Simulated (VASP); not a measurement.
# MgO (P6_3mc) in VASP: a series of runs

MgO is run at these levels: PBEsol; tasks: single point.

Program: VASP 6.6.1. These are calculated values, not measurements. Logs are shortened: lines on timing, memory, paths and dates and some standing lists are left out, and cuts for length are marked.

### 1 The cell of the first run

Symmetry: P6_3mc, No. 186, hexagonal system. The conventional cell has a = 3.246 Å, b = 3.246 Å, c = 4.919 Å, α = 90.00°, β = 90.00°, γ = 120.00°. Mg (site symmetry 3m) has 4 O at 1.94 to 1.95 Å within 2.6 Å. Within 2.6 Å of O (site symmetry 3m) lie 4 Mg at 1.94 to 1.95 Å.

### 2 Single point, PBEsol

Input file INCAR:

```
PREC = Accurate ; ENCUT = 520
EDIFF = 1E-6 ; ISMEAR = 0
SIGMA = 0.05 ; LREAL = F
LASPH = T ; NELM = 80
ALGO = Normal ; ISIF = 2
LWAVE = F ; LCHARG = T
GGA = PS ; LELF = T
LVHAR = T ; NBANDS = 16
```

Input file KPOINTS:

```
Automatic mesh
0
Gamma
  9 9 6
```

Input file POSCAR:

```
MgO
1.0
    3.2457000000      0.0000000000      0.0000000000
   -1.6228500000      2.8108586531      0.0000000000
    0.0000000000      0.0000000000      4.9190000000
Mg O
2 2
Direct
    0.3333333333      0.6666666667      0.0036583380
    0.6666666667      0.3333333333      0.5036583380
    0.3333333333      0.6666666667      0.4009416620
    0.6666666667      0.3333333333      0.9009416620
```

Potentials or basis: VASP PAW PBE potentials, release 64 (Mg, O).

Started as:

```console
cat potpaw_PBE.64/Mg/POTCAR potpaw_PBE.64/O/POTCAR > POTCAR
mpirun -np 1 vasp_std > vasp.out
```

OUTCAR:

```text
PREC = Accurate
   ENCUT = 520
   EDIFF = 1E-6
   ISMEAR = 0
   LREAL = F
   LASPH = T
   NELM = 80
   ISIF = 2
   GGA = PS

 ion  position               nearest neighbor table
   1  0.333  0.667  0.004-   4 1.94   4 1.94   4 1.94   3 1.95   2 3.09   2 3.09   2 3.09   2 3.09
                             2 3.09   2 3.09
   2  0.667  0.333  0.504-   3 1.94   3 1.94   3 1.94   4 1.95   1 3.09   1 3.09   1 3.09   1 3.09
                             1 3.09   1 3.09
   3  0.333  0.667  0.401-   2 1.94   2 1.94   2 1.94   1 1.95
   4  0.667  0.333  0.901-   1 1.94   1 1.94   1 1.94   2 1.95

  LATTYP: Found a hexagonal cell.
 ALAT       =     3.2457000000
 C/A-ratio  =     1.5155436424

  Lattice vectors:

 A1 = (   3.2457000000,   0.0000000000,   0.0000000000)
 A2 = (  -1.6228500000,   2.8108586531,   0.0000000000)
 A3 = (   0.0000000000,   0.0000000000,   4.9190000000)

Analysis of symmetry for initial positions (statically):
=====================================================================
 Subroutine PRICEL returns:
 Original cell was already a primitive cell.

 Routine SETGRP: Setting up the symmetry group for a
 hexagonal supercell.

 Subroutine GETGRP returns: Found 12 space group operations
 (whereof  6 operations were pure point group operations)
 out of a pool of 24 trial point group operations.

The static configuration has the point symmetry C_3v.
 The point group associated with its full space group is C_6v.

Analysis of symmetry for dynamics (positions and initial velocities):
=====================================================================
 Subroutine PRICEL returns:
 Original cell was already a primitive cell.

 Routine SETGRP: Setting up the symmetry group for a
 hexagonal supercell.

 Subroutine GETGRP returns: Found 12 space group operations
 (whereof  6 operations were pure point group operations)
 out of a pool of 24 trial point group operations.

The dynamic configuration has the point symmetry C_3v.
 The point group associated with its full space group is C_6v.

 Subroutine INISYM returns: Found 12 space group operations
 (whereof  6 operations are pure point group operations),
 and found     1 'primitive' translations

----------------------------------------------------------------------------------------

                                     Primitive cell

  volume of cell :      44.8770

  direct lattice vectors                    reciprocal lattice vectors
     3.245700000  0.000000000  0.000000000     0.308099948  0.177881588  0.000000000
    -1.622850000  2.810858653  0.000000000     0.000000000  0.355763175  0.000000000
     0.000000000  0.000000000  4.919000000     0.000000000  0.000000000  0.203293352

  length of vectors
     3.245700000  3.245700000  4.919000000     0.355763175  0.355763175  0.203293352

  position of ions in fractional coordinates (direct lattice)
     0.333333333  0.666666667  0.003658338
     0.666666667  0.333333333  0.503658338
     0.333333333  0.666666667  0.400941662
     0.666666667  0.333333333  0.900941662

  ion indices of the primitive-cell ions
   primitive index   ion index
                 1           1
                 2           2
                 3           3
                 4           4

----------------------------------------------------------------------------------------

 KPOINTS: Automatic mesh

Automatic generation of k-mesh.
 Grid dimensions read from file:
 generate k-points for:    9    9    6

 Generating k-lattice:

  Cartesian coordinates                     Fractional coordinates (reciprocal lattice)
     0.034233328  0.019764621  0.000000000     0.111111111  0.000000000  0.000000000
     0.000000000  0.039529242  0.000000000     0.000000000  0.111111111  0.000000000
     0.000000000  0.000000000  0.033882225     0.000000000  0.000000000  0.166666667

  Length of vectors
     0.039529242  0.039529242  0.033882225

  Shift w.r.t. Gamma in fractional coordinates (k-lattice)
     0.000000000  0.000000000  0.000000000

 Subroutine IBZKPT returns following result:
 ===========================================

 Found     48 irreducible k-points:

 Following reciprocal coordinates:
            Coordinates               Weight
  0.000000  0.000000  0.000000      1.000000
  0.111111  0.000000  0.000000      6.000000
  0.222222 -0.000000  0.000000      6.000000
  0.333333  0.000000  0.000000      6.000000
  0.444444 -0.000000  0.000000      6.000000
  0.111111  0.111111  0.000000      6.000000
[... 16 lines left out ...]
  0.333333  0.222222  0.166667     24.000000
  0.333333  0.333333  0.166667      4.000000
 [... further k-points ...]
   k-points           NKPTS =     48   k-points in BZ     NKDIM =     48   number of bands    NBANDS=     16
   number of dos      NEDOS =    301   number of ions     NIONS =      4
   total plane-waves  NPLWV =  23040
   dimension x,y,z NGX =    24 NGY =   24 NGZ =   40
   dimension x,y,z NGXF=    48 NGYF=   48 NGZF=   80
   ions per type =               2   2
   NGX,Y,Z   is equivalent  to a cutoff of  12.29, 12.29, 13.52 a.u.
   NGXF,Y,Z  is equivalent  to a cutoff of  24.59, 24.59, 27.04 a.u.
 SYSTEM =  unknown system
   PREC   = accura    normal or accurate (medium, high low for compatibility)
   ISTART =      0    job   : 0-new  1-cont  2-samecut
   ICHARG =      2    charge: 1-file 2-atom 10-const
   ISPIN  =      1    spin polarized calculation?
   LNONCOLLINEAR =      F non collinear calculations
   LSORBIT =      F    spin-orbit coupling
   LASPH  =      T    aspherical Exc in radial PAW
   ENCUT  =  520.0 eV  38.22 Ry    6.18 a.u.   6.03  6.03  9.15*2*pi/ulx,y,z
   NELM   =     80;   NELMIN=  2; NELMDL= -5     # of ELM steps
   EDIFF  = 0.1E-05   stopping-criterion for ELM
   LREAL  =      F    real-space projection
   EDIFFG = 0.1E-04   stopping-criterion for IOM
   NSW    =      0    number of steps for IOM
   IBRION =     -1    ionic relax: 0-MD 1-quasi-New 2-CG
   NFREE  =      0    steps in history (QN), initial steepest desc. (CG)
   ISIF   =      2    stress and relaxation
   ISYM   =      2    0-nonsym 1-usesym 2-fastsym
   POTIM  = 0.5000    time-step for ionic-motion
   TEBEG  =    0.0;   TEEND  =   0.0 temperature during run
   PSTRESS=    0.0 pullay stress
   NELECT =      16.0000    total number of electrons
   NUPDOWN=      -1.0000    fix difference up-down
   EMIN   =  10.00;   EMAX   =-10.00  energy-range for DOS
   EFERMI =   0.00;   METHOD = LEGACY
   ISMEAR =     0;   SIGMA  =   0.05  broadening in eV -4-tet -1-fermi 0-gaus
   EFERMI_NEDOS =   21; number of points for ismear=-14 and -15
   IALGO  =     38    algorithm
   IMIX   =      4    mixing-type and parameters
     AMIX     =   0.40;   BMIX     =  1.00
     AMIX_MAG =   1.60;   BMIX_MAG =  1.00
  volume/ion in A,a.u.               =      11.22        75.71
  Fermi-wavevector in a.u.,A,eV,Ry     =   1.160843  2.193675 18.334614  1.347556
  Thomas-Fermi vector in A             =   2.297421
   LORBIT       =      0    0 simple, 1 ext, 2 COOP (PROOUT), +10 PAW based schemes
   GGA     = PS    functional components
   LHFCALC =     F    Hartree Fock is set to
   AEXX    =    0.0000 exact exchange contribution
   IVDW    =     0    specifies the selected vdW correction
   LEPSILON=     F    determine dielectric tensor
   LRPA    =     F    only Hartree local field effects (RPA)
 non-spin polarized calculation
 Gauss-broadening in eV      SIGMA  =   0.05
  energy-cutoff  :      520.00
  volume of cell :       44.88
 maximum number of plane-waves:      1227
   NGX = 13   NGY = 13   NGZ = 19

 number of electron      16.0000007 magnetization

 Free energy of the ion-electron system (eV)
  ---------------------------------------------------
  ext. energy  EPLUGINS =         0.00000000
  ---------------------------------------------------
  free energy    TOTEN  =       -24.49519921 eV

  energy without entropy =      -24.49519921  energy(sigma->0) =      -24.49519921

 E-fermi :   1.5076     XC(G=0): -10.2044

 val. band max:        1.2865926918   @ k =   0.0000   0.0000   0.0000
 cond. band min:       4.9438722391   @ k =   0.0000   0.0000   0.0000
 fundamental gap:      3.6572795473
 Fermi energy:         1.5075585200

 k-point     1 :       0.0000    0.0000    0.0000
  band No.  band energies     occupation
      1     -15.0533      2.00000
      2     -14.1423      2.00000
      3      -2.1886      2.00000
      4       0.5125      2.00000
      5       0.5125      2.00000
      6       0.8529      2.00000
[... 8 lines left out ...]
     15      18.2497      0.00000
     16      18.2497      0.00000

 k-point     2 :       0.1111    0.0000    0.0000
  band No.  band energies     occupation
      1     -14.9837      2.00000
      2     -14.1186      2.00000
      3      -2.0620      2.00000
      4       0.1875      2.00000
      5       0.4257      2.00000
      6       0.4693      2.00000
[... 8 lines left out ...]
     15      17.9152      0.00000
     16      18.0535      0.00000

 k-point     3 :       0.2222   -0.0000    0.0000
  band No.  band energies     occupation
      1     -14.7961      2.00000
      2     -14.0650      2.00000
      3      -1.7054      2.00000
      4      -0.6607      2.00000
      5      -0.1170      2.00000
      6       0.2448      2.00000
[... 8 lines left out ...]
     15      16.8867      0.00000
     16      17.1350      0.00000

 k-point     4 :       0.3333    0.0000    0.0000
  band No.  band energies     occupation
      1     -14.5518      2.00000
      2     -14.0248      2.00000
      3      -1.4839      2.00000
      4      -1.1710      2.00000
      5      -0.6367      2.00000
      6       0.0713      2.00000
[... 8 lines left out ...]
     15      16.2765      0.00000
     16      17.3675      0.00000
[... 324 lines left out ...]
 k-point    22 :       0.2222    0.2222    0.1667
  band No.  band energies     occupation
      1     -14.4021      2.00000
      2     -14.0449      2.00000
      3      -1.4980      2.00000
      4      -1.3394      2.00000
      5      -0.2938      2.00000
      6      -0.2348      2.00000
[... 8 lines left out ...]
     15      15.6824      0.00000
     16      18.2252      0.00000

 k-point    23 :       0.3333    0.2222    0.1667
  band No.  band energies     occupation
      1     -14.2362      2.00000
      2     -14.0609      2.00000
      3      -1.7146      2.00000
      4      -1.1398      2.00000
      5      -0.6856      2.00000
      6      -0.0224      2.00000
[... 8 lines left out ...]
     15      15.3355      0.00000
     16      18.2981      0.00000

 k-point    24 :       0.3333    0.3333    0.1667
  band No.  band energies     occupation
      1     -14.1227      2.00000
      2     -14.1227      2.00000
      3      -1.5625      2.00000
      4      -1.0046      2.00000
      5      -1.0046      2.00000
      6      -0.2111      2.00000
[... 8 lines left out ...]
     15      14.9668      0.00000
     16      19.2576      0.00000

 [... further k-points ...]
[... 5 lines left out ...]
  --------------------------------------------------------------------------------------
  -------------------------------------------------------------------------------------
  Total        2.0707623      2.0707623      1.9437940     -0.0000000     -0.0000000     -0.0000000
  in kB       73.9293046     73.9293046     69.3963460     -0.0000000     -0.0000000     -0.0000000
  external PRESSURE =      72.4183184 kB  Pullay stress =       0.0000000 kB

 VOLUME and BASIS-vectors are now :
 -----------------------------------------------------------------------------
  energy-cutoff  :      520.00
  volume of cell :       44.88
      direct lattice vectors                 reciprocal lattice vectors
     3.245700000  0.000000000  0.000000000     0.308099948  0.177881588  0.000000000
    -1.622850000  2.810858653  0.000000000     0.000000000  0.355763175  0.000000000
     0.000000000  0.000000000  4.919000000     0.000000000  0.000000000  0.203293352

 POSITION                                       TOTAL-FORCE (eV/Angst)
 -----------------------------------------------------------------------------------
     -0.00000      1.87391      0.01800        -0.000000     -0.000000     -0.082128
      1.62285      0.93695      2.47750         0.000000      0.000000     -0.082128
     -0.00000      1.87391      1.97223         0.000000      0.000000      0.082128
      1.62285      0.93695      4.43173         0.000000      0.000000      0.082128
 -----------------------------------------------------------------------------------
    total drift:                               -0.000000     -0.000000      0.000485

  FREE ENERGIE OF THE ION-ELECTRON SYSTEM (eV)
  ---------------------------------------------------
  free  energy   TOTEN  =       -24.4951992070 eV

  energy  without entropy=      -24.4951992070  energy(sigma->0) =      -24.49519921
```

It took 23 s on 1 thread of Intel Xeon Platinum 8488C (Sapphire Rapids), shared host; peak memory 0.17 GiB.

Results:

```yaml
Free_energy: -24.4952 eV
Pressure: 7.2 GPa
Largest_force: 0.082 eV/Å
Band_gap_on_the_k_mesh: 3.66 eV, direct
```

Forces on the atoms (eV/Å):
```
Mg   0.000  0.000 -0.082
Mg   0.000  0.000 -0.082
O    0.000  0.000  0.082
O    0.000  0.000  0.082
```

Caveat: the PAW data sets were made with another functional, which shifts forces and pressure a little. A k mesh can miss the band edges.

[end of part 1 of 2]
